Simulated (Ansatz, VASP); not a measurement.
## Two plane-wave programs on Cu

Contents of POSCAR:

```
Cu
1.0
    2.5292360134      0.0000000000      0.0000000000
   -1.2646180067      2.1903826397      0.0000000000
    0.0000000000      0.0000000000     27.3906753436
Cu
7
Direct
    0.6666666667      0.3333333333      0.2738158116
    0.3333333333      0.6666666667      0.3492105411
    0.0000000000      0.0000000000      0.4246052705
    0.6666666667      0.3333333333      0.5000000000
    0.3333333333      0.6666666667      0.5753947295
    0.0000000000      0.0000000000      0.6507894589
    0.6666666667      0.3333333333      0.7261841884
```

File INCAR.step1:

```
PREC     = Accurate       # precision mode
ENCUT    = 520            # plane-wave cutoff, eV
ISMEAR   = 0              # smearing method
SIGMA    = 0.1            # smearing width, eV
LREAL    = False          # projectors in reciprocal space
LASPH    = True           # aspherical terms in the spheres
NELM     = 80             # most SCF steps
LDIPOL   = True         
IDIPOL   = 3            
DIPOL    = 0.5 0.5 0.500
NBANDS   = 48             # bands
GGA      = PE             # functional
ALGO     = Normal         # electronic algorithm
EDIFF    = 1E-4           # SCF threshold, eV
LWAVE    = True           # write WAVECAR
LCHARG   = False          # write CHGCAR
```

INCAR.step2

```
PREC     = Accurate       # precision mode
ENCUT    = 520            # plane-wave cutoff, eV
EDIFF    = 1E-6           # SCF threshold, eV
ISMEAR   = 0              # smearing method
SIGMA    = 0.1            # smearing width, eV
LREAL    = False          # projectors in reciprocal space
LASPH    = True           # aspherical terms in the spheres
NELM     = 80             # most SCF steps
ALGO     = Normal         # electronic algorithm
ISIF     = 2              # what is computed and relaxed
LWAVE    = False          # write WAVECAR
LCHARG   = False          # write CHGCAR
LDIPOL   = True         
IDIPOL   = 3            
DIPOL    = 0.5 0.5 0.500
METAGGA  = R2SCAN         # meta-GGA
LMIXTAU  = True         
NBANDS   = 48             # bands
ISTART   = 1
```

Contents of KPOINTS:

```
regular mesh
0
Gamma
  15 15 1
```

Input for Ansatz:

```yaml
crystal:
  lattice:
    - [2.5292360134, 0.0, 0.0]
    - [-1.2646180067, 2.1903826397, 0.0]
    - [0.0, 0.0, 27.3906753436]
  atoms:
    - { symbol: Cu, position: [0.6666666667, 0.3333333333, 0.2738158116] }
    - { symbol: Cu, position: [0.3333333333, 0.6666666667, 0.3492105411] }
    - { symbol: Cu, position: [0.0, 0.0, 0.4246052705] }
    - { symbol: Cu, position: [0.6666666667, 0.3333333333, 0.5] }
    - { symbol: Cu, position: [0.3333333333, 0.6666666667, 0.5753947295] }
    - { symbol: Cu, position: [0.0, 0.0, 0.6507894589] }
    - { symbol: Cu, position: [0.6666666667, 0.3333333333, 0.7261841884] }
basis:
  ecutwfc: 500
kpoints:
  mp_grid: { grid: [15, 15, 1] }
hamiltonian:
  xc: r2scan
scf:
  occupations: { method: gaussian, width: 0.1 }
output:
  forces: true
  stress: true
  eigenvalues: true
  write_density: true
  write_potential: true
  elf: true
  volumetric_format: npy
efield:
  axis: 3
  dipole_correction: true
```

Alike in both runs: task single point; functional r2SCAN; k mesh 15 × 15 × 1; occupations gaussian, width 0.1 eV; no spin polarisation.

|  | VASP | Ansatz |
| --- | --- | --- |
| version | VASP 6.6.1 | Ansatz 0.2.0 |
| potentials or method | VASP PAW PBE potentials, release 64 (Cu), cutoff 520 eV | scalar-relativistic, plane waves, PAW |
| valence electrons in the cell | 77 | 133 |

Ansatz gave:

```
gap on the k mesh at the Fermi level (eV) : none
rms of the force components (eV/Å)        : 0.038
```

**Question.** What did VASP give for the same quantities?

**Answer.** gap on the k mesh at the Fermi level (eV): none; rms of the force components (eV/Å): 0.032.

VASP's potentials were made for PBE, not for r2SCAN. Atom by atom the forces differ by 0.009 eV/Å (rms over components). A gap of «none» marks a metal or a gap that the smearing closes. VASP's potentials hold 77 valence electrons a cell and Ansatz's 133, so a difference there can come from the potentials and not from the codes. Ansatz's warnings: xc potential rough in thin density.
